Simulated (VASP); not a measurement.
Crystal: Be3CdSe4.

```
Be Cd Se
1.0
     7.54000    0.00000    0.00000
     0.00000    6.53000    0.00000
     0.00000    0.00000    6.15000
Be Cd Se
6 2 8
Direct
  0.00000 0.16670 0.50000
  0.25000 0.66670 0.50000
  0.75000 0.66670 0.50000
  0.50000 0.83330 0.00000
  0.75000 0.33330 0.00000
  0.25000 0.33330 0.00000
  0.50000 0.16670 0.50000
  0.00000 0.83330 0.00000
  0.00000 0.16670 0.86500
  0.25000 0.66670 0.86500
  0.75000 0.66670 0.86500
  0.00000 0.83330 0.39000
  0.50000 0.83330 0.36500
  0.75000 0.33330 0.36500
  0.25000 0.33330 0.36500
  0.50000 0.16670 0.89000
```

- Program: VASP 6.6.1
- Task: relaxation of cell and atoms
- Functional: PBE
- Potentials or basis: VASP PAW PBE potentials, release 64 (Be, Cd, Se)
- Cutoff: 600 eV
- k mesh: 2 × 2 × 2
- Occupations: gaussian, width 0.15 eV
- Spin: no spin polarisation

At the start: pressure 9.1 GPa; volume 18.93 Å³/atom.

Problem. How do energy, volume and symmetry change on relaxing?

Solution. Over 12 steps the energy falls by 227.2 meV/atom and the volume is 20.00 Å³/atom (+5.7 %); space group Pmn2_1 (No. 31, to 0.05 Å).

Step by step:
```
step  energy change (eV)  largest force (eV/Å)  pressure (GPa)  volume (Å³)
   1              0.0000                4.1844            9.06       302.80
   2             -2.8861                0.7031           -4.96       352.15
   3             -3.0051                0.9369           -3.23       341.86
   4             -3.4866                0.4978           -0.96       325.96
   5             -3.5690                0.3017            0.77       316.58
   6             -3.6078                0.2012            0.18       318.96
   7             -3.6145                0.1769           -0.17       320.50
   8             -3.6236                0.1224            0.01       319.75
   9             -3.6284                0.1166            0.26       318.71
  10             -3.6332                0.0862           -0.10       320.46
  11             -3.6332                0.0831           -0.16       320.76
  12             -3.6357                0.0355           -0.02       320.05
```

Final structure:
```xyz
16
Lattice="7.7204 0.0000 0.0000 0.0000 6.5951 0.0000 0.0000 0.0000 6.2857" Properties=species:S:1:pos:R:3 pbc="T T T"
Be    0.0000    1.2065    3.1250
Be    1.9281    4.3605    3.1195
Be    5.7924    4.3605    3.1195
Be    3.8602    5.3885    6.2678
Be    5.7883    2.2346    6.2623
Be    1.9321    2.2346    6.2623
Cd    3.8602    1.0800    3.1686
Cd    0.0000    5.5150    0.0258
Se    0.0000    1.4005    5.3868
Se    2.1313    4.2842    5.3797
Se    5.5891    4.2842    5.3797
Se    0.0000    5.5667    2.6553
Se    3.8602    5.1946    2.2440
Se    5.9916    2.3108    2.2368
Se    1.7289    2.3108    2.2368
Se    3.8602    1.0284    5.7982
```

Caveat: the k points lie up to 0.50 Å⁻¹ apart in the final cell; the relaxation stopped at a loose force limit of 0.08 eV/Å, so its end isn't a converged minimum.
